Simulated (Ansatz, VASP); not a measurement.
One calculation of Na, two programs

```xyz
1
Lattice="-1.7680 1.7680 2.6437 1.7680 -1.7680 2.6437 1.7680 1.7680 -2.6437" Properties=species:S:1:pos:R:3 pbc="T T T"
Na    0.0000    0.0000    0.0000
```

Alike in both runs: task single point; functional LDA; k mesh 18 × 18 × 18; occupations gaussian, width 0.15 eV; no spin polarisation.

|  | VASP | Ansatz |
| --- | --- | --- |
| version | VASP 6.6.1 | Ansatz 0.2.0 |
| potentials or method | VASP PAW LDA potentials, release 64 (Na_pv), cutoff 520 eV | scalar-relativistic, plane waves, PAW |
| valence electrons in the cell | 7 | 9 |

```tsv
	VASP	Ansatz	Ansatz less VASP
gap on the k mesh at the Fermi level (eV)	none	none	-
pressure (GPa)	-0.1	0.1	+0.15
traceless stress, the component that is largest in VASP (GPa)	-0.11	-0.11	+0.001
```

LDA's correlation is that of Perdew and Zunger in VASP and of Perdew and Wang (1992) in Ansatz. A gap of «none» marks a metal or a gap that the smearing closes. VASP's potentials hold 7 valence electrons a cell and Ansatz's 9, so a difference there can come from the potentials and not from the codes.
